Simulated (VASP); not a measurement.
Here is a VASP 6.6.1 calculation.

Contents of INCAR:

```
ALGO = Fast ; EDIFF = 1E-7
EDIFFG = -0.01 ; ENCUT = 600
GGA = PE ; IBRION = 2
ISIF = 4 ; ISMEAR = 0
IVDW = 12 ; LASPH = T
LCHARG = F ; LREAL = F
LWAVE = F ; NELM = 60
NSW = 50 ; PREC = Accurate
SIGMA = 0.1
```

File KPOINTS:

```
k-points
0
Gamma
  18 18 6
```

File POSCAR:

```
Li
1.0
    2.8898175560      0.0000000000      0.0000000000
   -1.4449087780      2.5026554158      0.0000000000
    0.0000000000      0.0000000000      9.4900439315
Li
4
Direct
    0.0000000000      0.0000000000      0.0000000000
    0.3333333333      0.6666666667      0.2500000000
    0.0000000000      0.0000000000      0.5000000000
    0.6666666667      0.3333333333      0.7500000000
```

Potentials or basis: VASP PAW PBE potentials, release 64 (Li_sv).

Command:

```sh
$ cat potpaw_PBE.64/Li_sv/POTCAR > POTCAR
$ mpirun -np 1 vasp_std > vasp.out
```

Task: Estimate the dispersion energy per atom.

Result: -0.200 eV.

Task: Predict the band gap on the k mesh.

Result: Zero (bands 6 and 7 overlap by 4.31 eV).

Final structure:
```yaml
crystal:
  lattice:
    - [2.88982, 0.00000, 0.00000]
    - [-1.44491, 2.50266, 0.00000]
    - [0.00000, 0.00000, 9.49004]
  atoms:
    - { symbol: Li, position: [0.00000, 0.00000, 0.00000] }
    - { symbol: Li, position: [0.33333, 0.66667, 0.25000] }
    - { symbol: Li, position: [0.00000, 0.00000, 0.50000] }
    - { symbol: Li, position: [0.66667, 0.33333, 0.75000] }
```

Caveat: the relaxation stopped at its first step, so nothing moved.
